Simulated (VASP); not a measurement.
SiO2, 12 atoms in the cell. Symmetry: P4_12_12, No. 92, tetragonal system. Conventional cell: a = 4.993 Å, b = 4.993 Å, c = 6.934 Å, α = 90.00°, β = 90.00°, γ = 90.00°. Si (site symmetry 2) has 4 O at 1.61 Å within 2.1 Å. O (site symmetry 1) has 2 Si at 1.61 Å within 2.1 Å. 

* Program: VASP 6.6.1
* Task: relaxation of cell and atoms
* Functional: PBE
* Potentials or basis: VASP PAW PBE potentials, release 64 (Si, O)
* Cutoff: 600 eV
* k mesh: 6 × 6 × 4
* Occupations: gaussian, width 0.01 eV
* Spin: no spin polarisation
* Dipole correction: no
* Further INCAR settings: ALGO = Normal; EDIFF = 1e-06; IBRION = 2; EDIFFG = -0.005; NSW = 80; ISIF = 3

Potentials or basis: VASP PAW PBE potentials, release 64 (Si, O).

Launch:

```sh
$ cat potpaw_PBE.64/Si/POTCAR potpaw_PBE.64/O/POTCAR > POTCAR
$ mpirun -np 1 vasp_std > vasp.out
```

Hardware: 1 thread of Intel(R) Xeon(R) 6975P-C (Granite Rapids), on a shared host.

Q: Estimate the wall time of this run.

A: Wall time 29 min on 1 thread of Intel(R) Xeon(R) 6975P-C (Granite Rapids), with other jobs on the host, peak memory 0.39 GiB. Counts: scf iterations 199, k points 30, ion steps 34.
